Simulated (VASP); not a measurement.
A run of VASP 6.6.1:

File INCAR:

```
SYSTEM = K3Pb2Au3
  PREC = Accurate
  ENCUT = 520
  EDIFF = 1E-6
  ISMEAR = -1
  SIGMA = 0.1
  LREAL = .FALSE.
  LASPH = .TRUE.
  NELM = 60
  ALGO = Normal
  ISIF = 2
  LWAVE = .FALSE.
  LCHARG = .FALSE.
  GGA = RE
  NBANDS = 54
```

The input KPOINTS:

```
Automatic mesh
0
G
  4 4 4
  0 0 0
```

Contents of POSCAR:

```
K3Pb2Au3
1.0
    3.2052170000      5.5515960000      0.0000000000
   -3.2052170000      5.5515960000      0.0000000000
   -3.2052170000      1.8505290000      7.1934550000
K Au Pb
3 3 2
Direct
    0.5000000000      0.0000000000      0.5000000000
    0.0813000000      0.8374000000      0.2439000000
    0.9187000000      0.1626000000      0.7561000000
    0.5000000000      0.5000000000      0.0000000000
    0.0000000000      0.5000000000      0.0000000000
    0.5000000000      0.0000000000      0.0000000000
    0.2471000000      0.5058000000      0.7413000000
    0.7529000000      0.4942000000      0.2587000000
```

Potentials or basis: VASP PAW PBE potentials, release 64 (K_sv, Au, Pb_d).

Command:

```sh
$ cat potpaw_PBE.64/K_sv/POTCAR potpaw_PBE.64/Au/POTCAR potpaw_PBE.64/Pb_d/POTCAR > POTCAR
$ mpirun -np 1 vasp_std > vasp.out
```

Hardware: 1 thread of Intel(R) Xeon(R) Platinum 8488C (Sapphire Rapids) (shared host).

Problem. How long does it take, and how much memory?

Solution. Wall time 2.3 min on 1 thread of Intel(R) Xeon(R) Platinum 8488C (Sapphire Rapids) (shared host), peak memory 0.45 GiB. Counts: scf iterations 14, k points 13.
